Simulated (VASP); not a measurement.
# BAs (F-43m) in VASP: settings compared, part 2 of 2

VASP 6.6.1. Earlier steps stand in the parts before.

## (3) Single point, HSE06

Input file POSCAR:

```
BAs
1.0
    0.0000000000      2.3918677353      2.3918677353
    2.3918677353      0.0000000000      2.3918677353
    2.3918677353      2.3918677353      0.0000000000
B As
1 1
Direct
    0.0000000000      0.0000000000      0.0000000000
    0.2500000000      0.2500000000      0.2500000000
```

Input file INCAR.step1:

```
SYSTEM = BAs
  PREC = Accurate
  ENCUT = 520
  EDIFF = 1E-5
  ISMEAR = 0
  SIGMA = 0.01
  LREAL = .FALSE.
  LASPH = .TRUE.
  NELM = 80
  ALGO = Normal
  ISIF = 2
  LWAVE = .TRUE.
  GGA = PE
  NBANDS = 11
```

Input file INCAR.step2:

```
SYSTEM = BAs
  PREC = Accurate
  ENCUT = 520
  EDIFF = 1E-7
  ISMEAR = 0
  SIGMA = 0.01
  LREAL = .FALSE.
  LASPH = .TRUE.
  NELM = 80
  ALGO = Normal
  ISIF = 2
  LWAVE = .FALSE.
  LCHARG = .TRUE.
  GGA = PE
  LHFCALC = .TRUE.
  HFSCREEN = 0.2079
  PRECFOCK = Normal
  LELF = .TRUE.
  LVHAR = .TRUE.
  ISTART = 1
  NBANDS = 11
```

Input file KPOINTS:

```
Automatic mesh
0
G
  6 6 6
  0 0 0
```

Potentials or basis: VASP PAW PBE potentials, release 64 (B, As).

Launch:

```console
cat potpaw_PBE.64/B/POTCAR potpaw_PBE.64/As/POTCAR > POTCAR
cp INCAR.step1 INCAR
mpirun -np 1 vasp_std > vasp.out
cp INCAR.step2 INCAR
mpirun -np 1 vasp_std > vasp.out
```

OUTCAR:

```text
SYSTEM = BAs
   PREC = Accurate
   ENCUT = 520
   EDIFF = 1E-7
   ISMEAR = 0
   LREAL = .FALSE.
   LASPH = .TRUE.
   NELM = 80
   ISIF = 2
   GGA = PE
   LHFCALC = .TRUE.
   HFSCREEN = 0.2079
   PRECFOCK = Normal
   ISTART = 1

 ion  position               nearest neighbor table
   1  0.000  0.000  0.000-   2 2.07   2 2.07   2 2.07   2 2.07
   2  0.250  0.250  0.250-   1 2.07   1 2.07   1 2.07   1 2.07

  LATTYP: Found a face centered cubic cell.
 ALAT       =     4.7837354706

  Lattice vectors:

 A1 = (   0.0000000000,   2.3918677353,   2.3918677353)
 A2 = (   2.3918677353,   0.0000000000,   2.3918677353)
 A3 = (   2.3918677353,   2.3918677353,   0.0000000000)

Analysis of symmetry for initial positions (statically):
=====================================================================
 Subroutine PRICEL returns:
 Original cell was already a primitive cell.

 Routine SETGRP: Setting up the symmetry group for a
 face centered cubic supercell.

 Subroutine GETGRP returns: Found 24 space group operations
 (whereof 24 operations were pure point group operations)
 out of a pool of 48 trial point group operations.

The static configuration has the point symmetry T_d .

Analysis of symmetry for dynamics (positions and initial velocities):
=====================================================================
 Subroutine PRICEL returns:
 Original cell was already a primitive cell.

 Routine SETGRP: Setting up the symmetry group for a
 face centered cubic supercell.

 Subroutine GETGRP returns: Found 24 space group operations
 (whereof 24 operations were pure point group operations)
 out of a pool of 48 trial point group operations.

The dynamic configuration has the point symmetry T_d .

 Subroutine INISYM returns: Found 24 space group operations
 (whereof 24 operations are pure point group operations),
 and found     1 'primitive' translations

----------------------------------------------------------------------------------------

                                     Primitive cell

  volume of cell :      27.3679

  direct lattice vectors                    reciprocal lattice vectors
     0.000000000  2.391867735  2.391867735    -0.209041659  0.209041659  0.209041659
     2.391867735  0.000000000  2.391867735     0.209041659 -0.209041659  0.209041659
     2.391867735  2.391867735  0.000000000     0.209041659  0.209041659 -0.209041659

  length of vectors
     3.382611791  3.382611791  3.382611791     0.362070775  0.362070775  0.362070775

  position of ions in fractional coordinates (direct lattice)
     0.000000000  0.000000000  0.000000000
     0.250000000  0.250000000  0.250000000

  ion indices of the primitive-cell ions
   primitive index   ion index
                 1           1
                 2           2

----------------------------------------------------------------------------------------

 KPOINTS: Automatic mesh

Automatic generation of k-mesh.
 Grid dimensions read from file:
 generate k-points for:    6    6    6

 Generating k-lattice:

  Cartesian coordinates                     Fractional coordinates (reciprocal lattice)
    -0.034840277  0.034840277  0.034840277     0.166666667  0.000000000  0.000000000
     0.034840277 -0.034840277  0.034840277     0.000000000  0.166666667  0.000000000
     0.034840277  0.034840277 -0.034840277     0.000000000  0.000000000  0.166666667
[... 38 lines left out ...]
 SYSTEM =  BAs
   PREC   = accura    normal or accurate (medium, high low for compatibility)
   ISTART =      1    job   : 0-new  1-cont  2-samecut
   ICHARG =      0    charge: 1-file 2-atom 10-const
   ISPIN  =      1    spin polarized calculation?
   LNONCOLLINEAR =      F non collinear calculations
   LSORBIT =      F    spin-orbit coupling
   LASPH  =      T    aspherical Exc in radial PAW
   ENCUT  =  520.0 eV  38.22 Ry    6.18 a.u.   6.29  6.29  6.29*2*pi/ulx,y,z
   NELM   =     80;   NELMIN=  2; NELMDL=  0     # of ELM steps
   EDIFF  = 0.1E-06   stopping-criterion for ELM
   LREAL  =      F    real-space projection
   EDIFFG = 0.1E-05   stopping-criterion for IOM
   NSW    =      0    number of steps for IOM
   IBRION =     -1    ionic relax: 0-MD 1-quasi-New 2-CG
   NFREE  =      0    steps in history (QN), initial steepest desc. (CG)
   ISIF   =      2    stress and relaxation
   ISYM   =      3    0-nonsym 1-usesym 2-fastsym
   POTIM  = 0.5000    time-step for ionic-motion
   TEBEG  =    0.0;   TEEND  =   0.0 temperature during run
   PSTRESS=    0.0 pullay stress
   NELECT =       8.0000    total number of electrons
   NUPDOWN=      -1.0000    fix difference up-down
   EMIN   =  10.00;   EMAX   =-10.00  energy-range for DOS
   EFERMI =   0.00;   METHOD = LEGACY
   ISMEAR =     0;   SIGMA  =   0.01  broadening in eV -4-tet -1-fermi 0-gaus
   EFERMI_NEDOS =   21; number of points for ismear=-14 and -15
   IALGO  =     38    algorithm
   IMIX   =      1    mixing-type and parameters
     AMIX     =   0.40;   BMIX     =  1.00
     AMIX_MAG =   1.60;   BMIX_MAG =  1.00
  volume/ion in A,a.u.               =      13.68        92.34
  Fermi-wavevector in a.u.,A,eV,Ry     =   1.086486  2.053162 16.061037  1.180453
  Thomas-Fermi vector in A             =   2.222624
   LORBIT       =      0    0 simple, 1 ext, 2 COOP (PROOUT), +10 PAW based schemes
   GGA     = PE    functional components
   LHFCALC =     T    Hartree Fock is set to
   PRECFOCK=normal    Normal, Fast or Accurate (Low or Medium for compatibility)
   ENCUT4O =  -1.0   cutoff for four orbital integrals eV
   NKREDX  =     1    reduce k-point grid by
   NKREDY  =     1    reduce k-point grid by
   NKREDZ  =     1    reduce k-point grid by
   AEXX    =    0.2500 exact exchange contribution
   HFSCREEN=    0.2079 screening length (either q_TF or 0.3 A-1)
   HFSCREENC=   0.2079 screening length for correlation (either q_TF or 0.3 A-1)
   ENCUTFOCK=  -1.0 apply spherical cutoff to Coloumb kernel
   IVDW    =     0    specifies the selected vdW correction
   LEPSILON=     F    determine dielectric tensor
   LRPA    =     F    only Hartree local field effects (RPA)
 non-spin polarized calculation
 Gauss-broadening in eV      SIGMA  =   0.01
  energy-cutoff  :      520.00
  volume of cell :       27.37
 maximum number of plane-waves:       754
 NGX is ok and might be reduce to    28
  NGX = 20; NGY = 20; NGZ = 20

 number of electron       8.0000000 magnetization

 Free energy of the ion-electron system (eV)
  ---------------------------------------------------
  ext. energy  EPLUGINS =         0.00000000
  ---------------------------------------------------
  free energy    TOTEN  =       -13.24198605 eV

  energy without entropy =      -13.24198605  energy(sigma->0) =      -13.24198605

 E-fermi :   5.7235     XC(G=0):  -8.7458

 val. band max:        5.6686095963   @ k =   0.0000   0.0000   0.0000
 cond. band min:       7.6175941529   @ k =   0.3333   0.3333   0.0000
 fundamental gap:      1.9489845566
 Fermi energy:         5.7235228033

 k-point     1 :       0.0000    0.0000    0.0000
  band No.  band energies     occupation
      1     -11.2431      2.00000
      2       5.6686      2.00000
      3       5.6686      2.00000
      4       5.6686      2.00000
      5       9.7763      0.00000
      6       9.7763      0.00000
      7       9.7763      0.00000
      8      11.4864      0.00000
      9      16.2699      0.00000
     10      19.6995      0.00000
     11      19.6995      0.00000
[... 197 lines left out ...]
 k-point    16 :      -0.3333    0.5000    0.1667
  band No.  band energies     occupation
      1      -6.4361      2.00000
      2      -3.4451      2.00000
      3       0.0890      2.00000
      4       0.3007      2.00000
      5      10.2586      0.00000
      6      10.5411      0.00000
      7      15.5391      0.00000
      8      15.7823      0.00000
      9      19.4406      0.00000
     10      22.7607      0.00000
     11      22.8339      0.00000

------------------------ aborting loop because EDIFF is reached ----------------------------------------

  FORCE on cell =-STRESS in cart. coord.  units (eV):
  Direction    XX          YY          ZZ          XY          YZ          ZX
  --------------------------------------------------------------------------------------
  -------------------------------------------------------------------------------------
  Total       -0.1981944     -0.1981944     -0.1981944      0.0000000     -0.0000000      0.0000000
  in kB      -11.6027361    -11.6027361    -11.6027361      0.0000000     -0.0000000      0.0000000
  external PRESSURE =     -11.6027361 kB  Pullay stress =       0.0000000 kB

 VOLUME and BASIS-vectors are now :
 -----------------------------------------------------------------------------
  energy-cutoff  :      520.00
  volume of cell :       27.37
      direct lattice vectors                 reciprocal lattice vectors
     0.000000000  2.391867735  2.391867735    -0.209041659  0.209041659  0.209041659
     2.391867735  0.000000000  2.391867735     0.209041659 -0.209041659  0.209041659
     2.391867735  2.391867735  0.000000000     0.209041659  0.209041659 -0.209041659

 POSITION                                       TOTAL-FORCE (eV/Angst)
 -----------------------------------------------------------------------------------
      0.00000      0.00000      0.00000         0.000000     -0.000000      0.000000
      1.19593      1.19593      1.19593        -0.000000      0.000000     -0.000000
 -----------------------------------------------------------------------------------
    total drift:                               -0.000000     -0.000000     -0.000000

  FREE ENERGIE OF THE ION-ELECTRON SYSTEM (eV)
  ---------------------------------------------------
  free  energy   TOTEN  =       -13.2419860479 eV

  energy  without entropy=      -13.2419860479  energy(sigma->0) =      -13.24198605
```

Wall time 5.7 min (1 thread of Intel Xeon 6975P-C (Granite Rapids), shared host); peak memory 0.27 GiB.

Results:

```
Free energy            : -13.2420 eV
Pressure               : -1.2 GPa
Band gap on the k mesh : 1.95 eV, indirect (least direct gap 4.11 eV)
```

Caveat: the PAW data sets were made with another functional, which shifts forces and pressure a little. A k mesh can miss the band edges.

## (4) Single point, PBE0

POSCAR is that of step 3.

Input file INCAR.step1:

```
SYSTEM = BAs
ALGO = Normal
EDIFF = 1E-5
ENCUT = 520
GGA = PE
ISIF = 2
ISMEAR = 0
LASPH = .True.
LCHARG = .False.
LREAL = .False.
LWAVE = .True.
NBANDS = 11
NELM = 80
PREC = Accurate
SIGMA = 0.01
```

Input file INCAR.step2:

```
SYSTEM = BAs
AEXX = 0.25
ALGO = Normal
EDIFF = 1E-6
ENCUT = 520
GGA = PE
ISIF = 2
ISMEAR = 0
ISTART = 1
LASPH = .True.
LCHARG = .False.
LHFCALC = .True.
LREAL = .False.
LWAVE = .False.
NBANDS = 11
NELM = 80
PREC = Accurate
PRECFOCK = Normal
SIGMA = 0.01
```

Input file KPOINTS:

```
k-points
0
Gamma
  6 6 6
  0 0 0
```

Launch:

```console
cat potpaw_PBE.64/B/POTCAR potpaw_PBE.64/As/POTCAR > POTCAR
cp INCAR.step1 INCAR
mpirun -np 1 vasp_std > vasp.out
cp INCAR.step2 INCAR
mpirun -np 1 vasp_std > vasp.out
```

Wall time 3.9 min (1 thread of Intel Xeon 6975P-C (Granite Rapids), shared host); peak memory 0.17 GiB.

The run converged. Its results:

```
Free energy            : -14.1731 eV
Pressure               : -1.3 GPa
Band gap on the k mesh : 2.65 eV, indirect (least direct gap 4.81 eV)
```

Levels at points of the mesh, in eV from the valence-band top:
```csv
k point,band 2,band 3,band 4,band 5,band 6,band 7
"(0.00, 0.00, 0.00)",0.00,0.00,0.00,4.81,4.81,4.81
"(0.50, 0.00, 0.00)",-9.74,-2.00,-2.00,4.25,6.42,6.42
"(0.50, 0.50, 0.00)",-9.53,-4.48,-4.48,2.79,2.86,13.66
```

Caveat: the PAW data sets were made with another functional, which shifts forces and pressure a little. A k mesh can miss the band edges.

## (5) Single point, HSE06

This run uses another cell than the first one, of 13.58 Å³/atom, 0.993 times its volume.

Input file POSCAR:

```
BAs
1.0
    0.0000000000      2.3860741842      2.3860741842
    2.3860741842      0.0000000000      2.3860741842
    2.3860741842      2.3860741842      0.0000000000
B As
1 1
Direct
    0.0000000000      0.0000000000      0.0000000000
    0.2500000000      0.2500000000      0.2500000000
```

Input file INCAR.step1:

```
  PREC = Accurate
  ENCUT = 520
  EDIFF = 1E-5
  ISMEAR = -1
  SIGMA = 0.02
  LREAL = F
  LASPH = T
  NELM = 60
  ALGO = Normal
  ISIF = 2
  LWAVE = T
  LCHARG = F
  NBANDS = 11
  GGA = PE
```

Input file INCAR.step2:

```
  PREC = Accurate
  ENCUT = 520
  EDIFF = 1E-6
  ISMEAR = -1
  SIGMA = 0.02
  LREAL = F
  LASPH = T
  NELM = 60
  ALGO = Normal
  ISIF = 2
  LWAVE = F
  LCHARG = F
  GGA = PE
  LHFCALC = T
  HFSCREEN = 0.2079
  PRECFOCK = Normal
  NBANDS = 11
  ISTART = 1
```

Input file KPOINTS:

```
Automatic mesh
0
Gamma
  6 6 6
```

Potentials or basis: VASP PAW PBE potentials, release 64 (B, As).

Launch:

```console
cat potpaw_PBE.64/B/POTCAR potpaw_PBE.64/As/POTCAR > POTCAR
cp INCAR.step1 INCAR
mpirun -np 1 vasp_std > vasp.out
cp INCAR.step2 INCAR
mpirun -np 1 vasp_std > vasp.out
```

OUTCAR:

```text
PREC = Accurate
   ENCUT = 520
   EDIFF = 1E-6
   ISMEAR = -1
   LREAL = F
   LASPH = T
   NELM = 60
   ISIF = 2
   GGA = PE
   LHFCALC = T
   HFSCREEN = 0.2079
   PRECFOCK = Normal
   ISTART = 1

 ion  position               nearest neighbor table
   1  0.000  0.000  0.000-   2 2.07   2 2.07   2 2.07   2 2.07
   2  0.250  0.250  0.250-   1 2.07   1 2.07   1 2.07   1 2.07

  LATTYP: Found a face centered cubic cell.
 ALAT       =     4.7721483684

  Lattice vectors:

 A1 = (   0.0000000000,   2.3860741842,   2.3860741842)
 A2 = (   2.3860741842,   0.0000000000,   2.3860741842)
 A3 = (   2.3860741842,   2.3860741842,   0.0000000000)

Analysis of symmetry for initial positions (statically):
=====================================================================
 Subroutine PRICEL returns:
 Original cell was already a primitive cell.

 Routine SETGRP: Setting up the symmetry group for a
 face centered cubic supercell.

 Subroutine GETGRP returns: Found 24 space group operations
[... 169 lines left out ...]
 Fermi energy:         6.1657716772

 k-point     1 :       0.0000    0.0000    0.0000
  band No.  band energies     occupation
      1     -11.2344      2.00000
      2       5.7483      2.00000
      3       5.7483      2.00000
      4       5.7483      2.00000
      5       9.8658      0.00000
      6       9.8658      0.00000
      7       9.8658      0.00000
      8      11.6668      0.00000
      9      16.3885      0.00000
     10      19.8108      0.00000
     11      19.8108      0.00000
[... 197 lines left out ...]
 k-point    16 :      -0.3333    0.5000    0.1667
  band No.  band energies     occupation
      1      -6.3833      2.00000
      2      -3.4040      2.00000
      3       0.1250      2.00000
      4       0.3370      2.00000
      5      10.3416      0.00000
      6      10.6351      0.00000
      7      15.6678      0.00000
      8      15.9110      0.00000
      9      19.5847      0.00000
     10      22.9353      0.00000
     11      22.9714      0.00000

------------------------ aborting loop because EDIFF is reached ----------------------------------------

  FORCE on cell =-STRESS in cart. coord.  units (eV):
  Direction    XX          YY          ZZ          XY          YZ          ZX
  --------------------------------------------------------------------------------------
  -------------------------------------------------------------------------------------
  Total       -0.0200879     -0.0200879     -0.0200879     -0.0000000      0.0000000      0.0000000
  in kB       -1.1845799     -1.1845799     -1.1845799     -0.0000000      0.0000000      0.0000000
  external PRESSURE =      -1.1845799 kB  Pullay stress =       0.0000000 kB

 VOLUME and BASIS-vectors are now :
 -----------------------------------------------------------------------------
  energy-cutoff  :      520.00
  volume of cell :       27.17
      direct lattice vectors                 reciprocal lattice vectors
     0.000000000  2.386074184  2.386074184    -0.209549227  0.209549227  0.209549227
     2.386074184  0.000000000  2.386074184     0.209549227 -0.209549227  0.209549227
     2.386074184  2.386074184  0.000000000     0.209549227  0.209549227 -0.209549227

 POSITION                                       TOTAL-FORCE (eV/Angst)
 -----------------------------------------------------------------------------------
      0.00000      0.00000      0.00000        -0.000000     -0.000000     -0.000000
      1.19304      1.19304      1.19304         0.000000      0.000000      0.000000
 -----------------------------------------------------------------------------------
    total drift:                                0.000000      0.000000      0.000000

  FREE ENERGIE OF THE ION-ELECTRON SYSTEM (eV)
  ---------------------------------------------------
  free  energy   TOTEN  =       -13.2427191656 eV

  energy  without entropy=      -13.2427191656  energy(sigma->0) =      -13.24271917
```

OUTCAR.step1:

```text
PREC = Accurate
   ENCUT = 520
   EDIFF = 1E-5
   ISMEAR = -1
   LREAL = F
[... 435 lines left out ...]
      0.00000      0.00000      0.00000         0.000000     -0.000000     -0.000000
      1.19304      1.19304      1.19304        -0.000000      0.000000      0.000000
 -----------------------------------------------------------------------------------
    total drift:                               -0.000000     -0.000000     -0.000000

  FREE ENERGIE OF THE ION-ELECTRON SYSTEM (eV)
  ---------------------------------------------------
  free  energy   TOTEN  =       -11.3857091112 eV

  energy  without entropy=      -11.3857091112  energy(sigma->0) =      -11.38570911
```

OSZICAR.step1:

```text
N       E                     dE             d eps       ncg     rms          rms(c)
DAV:   1     0.122242615043E+02    0.12224E+02   -0.36777E+03   352   0.639E+02
DAV:   2    -0.114110598569E+02   -0.23635E+02   -0.22913E+02   475   0.103E+02
DAV:   3    -0.120348908056E+02   -0.62383E+00   -0.62287E+00   435   0.159E+01
DAV:   4    -0.120362236710E+02   -0.13329E-02   -0.13328E-02   391   0.840E-01
DAV:   5    -0.120362258394E+02   -0.21684E-05   -0.21684E-05   427   0.350E-02    0.496E+00
DAV:   6    -0.114530986589E+02    0.58313E+00   -0.16019E+00   373   0.516E+00    0.241E+00
DAV:   7    -0.113921320047E+02    0.60967E-01   -0.19622E-01   406   0.217E+00    0.991E-01
DAV:   8    -0.113852273110E+02    0.69047E-02   -0.20651E-02   397   0.819E-01    0.992E-02
DAV:   9    -0.113855435601E+02   -0.31625E-03   -0.77737E-04   406   0.161E-01    0.593E-02
DAV:  10    -0.113857034162E+02   -0.15986E-03   -0.19626E-04   375   0.857E-02    0.121E-02
DAV:  11    -0.113857091112E+02   -0.56950E-05   -0.51913E-06   391   0.154E-02
   1 F= -.11385709E+02 E0= -.11385709E+02  d E =-.714294E-12
```

It took 4 min on 1 thread of Intel Xeon 6975P-C (Granite Rapids), shared host; peak memory 0.27 GiB.

Results:

```
Free energy            : -13.2427 eV
Pressure               : -0.1 GPa
Band gap on the k mesh : 1.94 eV, indirect (least direct gap 4.12 eV)
```

Caveat: the PAW data sets were made with another functional, which shifts forces and pressure a little.

## (6) Summary

```tsv
level	spin	cell	k mesh	smearing	grid for exact exchange (PRECFOCK)	screening parameter	gap on the mesh (eV)	pressure (GPa)
PBE	non-collinear, zero start, SOC	a = 3.383 Å, angles 60.0°, 2 atoms	10 × 10 × 10	fermi-dirac 0.02 eV	-	-	-	2.8
HSE06	off	a = 3.383 Å, angles 60.0°, 2 atoms	6 × 6 × 6	gaussian 0.01 eV	Normal	0.2079 1/Å	1.95	-1.2
PBE0	off	a = 3.383 Å, angles 60.0°, 2 atoms	6 × 6 × 6	gaussian 0.01 eV	Normal	-	2.65	-1.3
HSE06	off	a = 3.374 Å, angles 60.0°, 2 atoms	6 × 6 × 6	fermi-dirac 0.02 eV	Normal	0.2079 1/Å	1.94	-0.1
```

Alike in all rows: task single point; potentials or basis VASP PAW PBE potentials, release 64 (B, As); cutoff (eV) 520.

The pressure there spans -1.3 GPa (PBE0) to 2.8 GPa (PBE); a positive pressure means that this level wants a larger cell, a negative one a smaller.

Caveats: the PAW data sets were made with another functional, which shifts forces and pressure a little (some runs).

Total energies depend on the potentials used, so only differences within one code and one set of settings carry meaning.
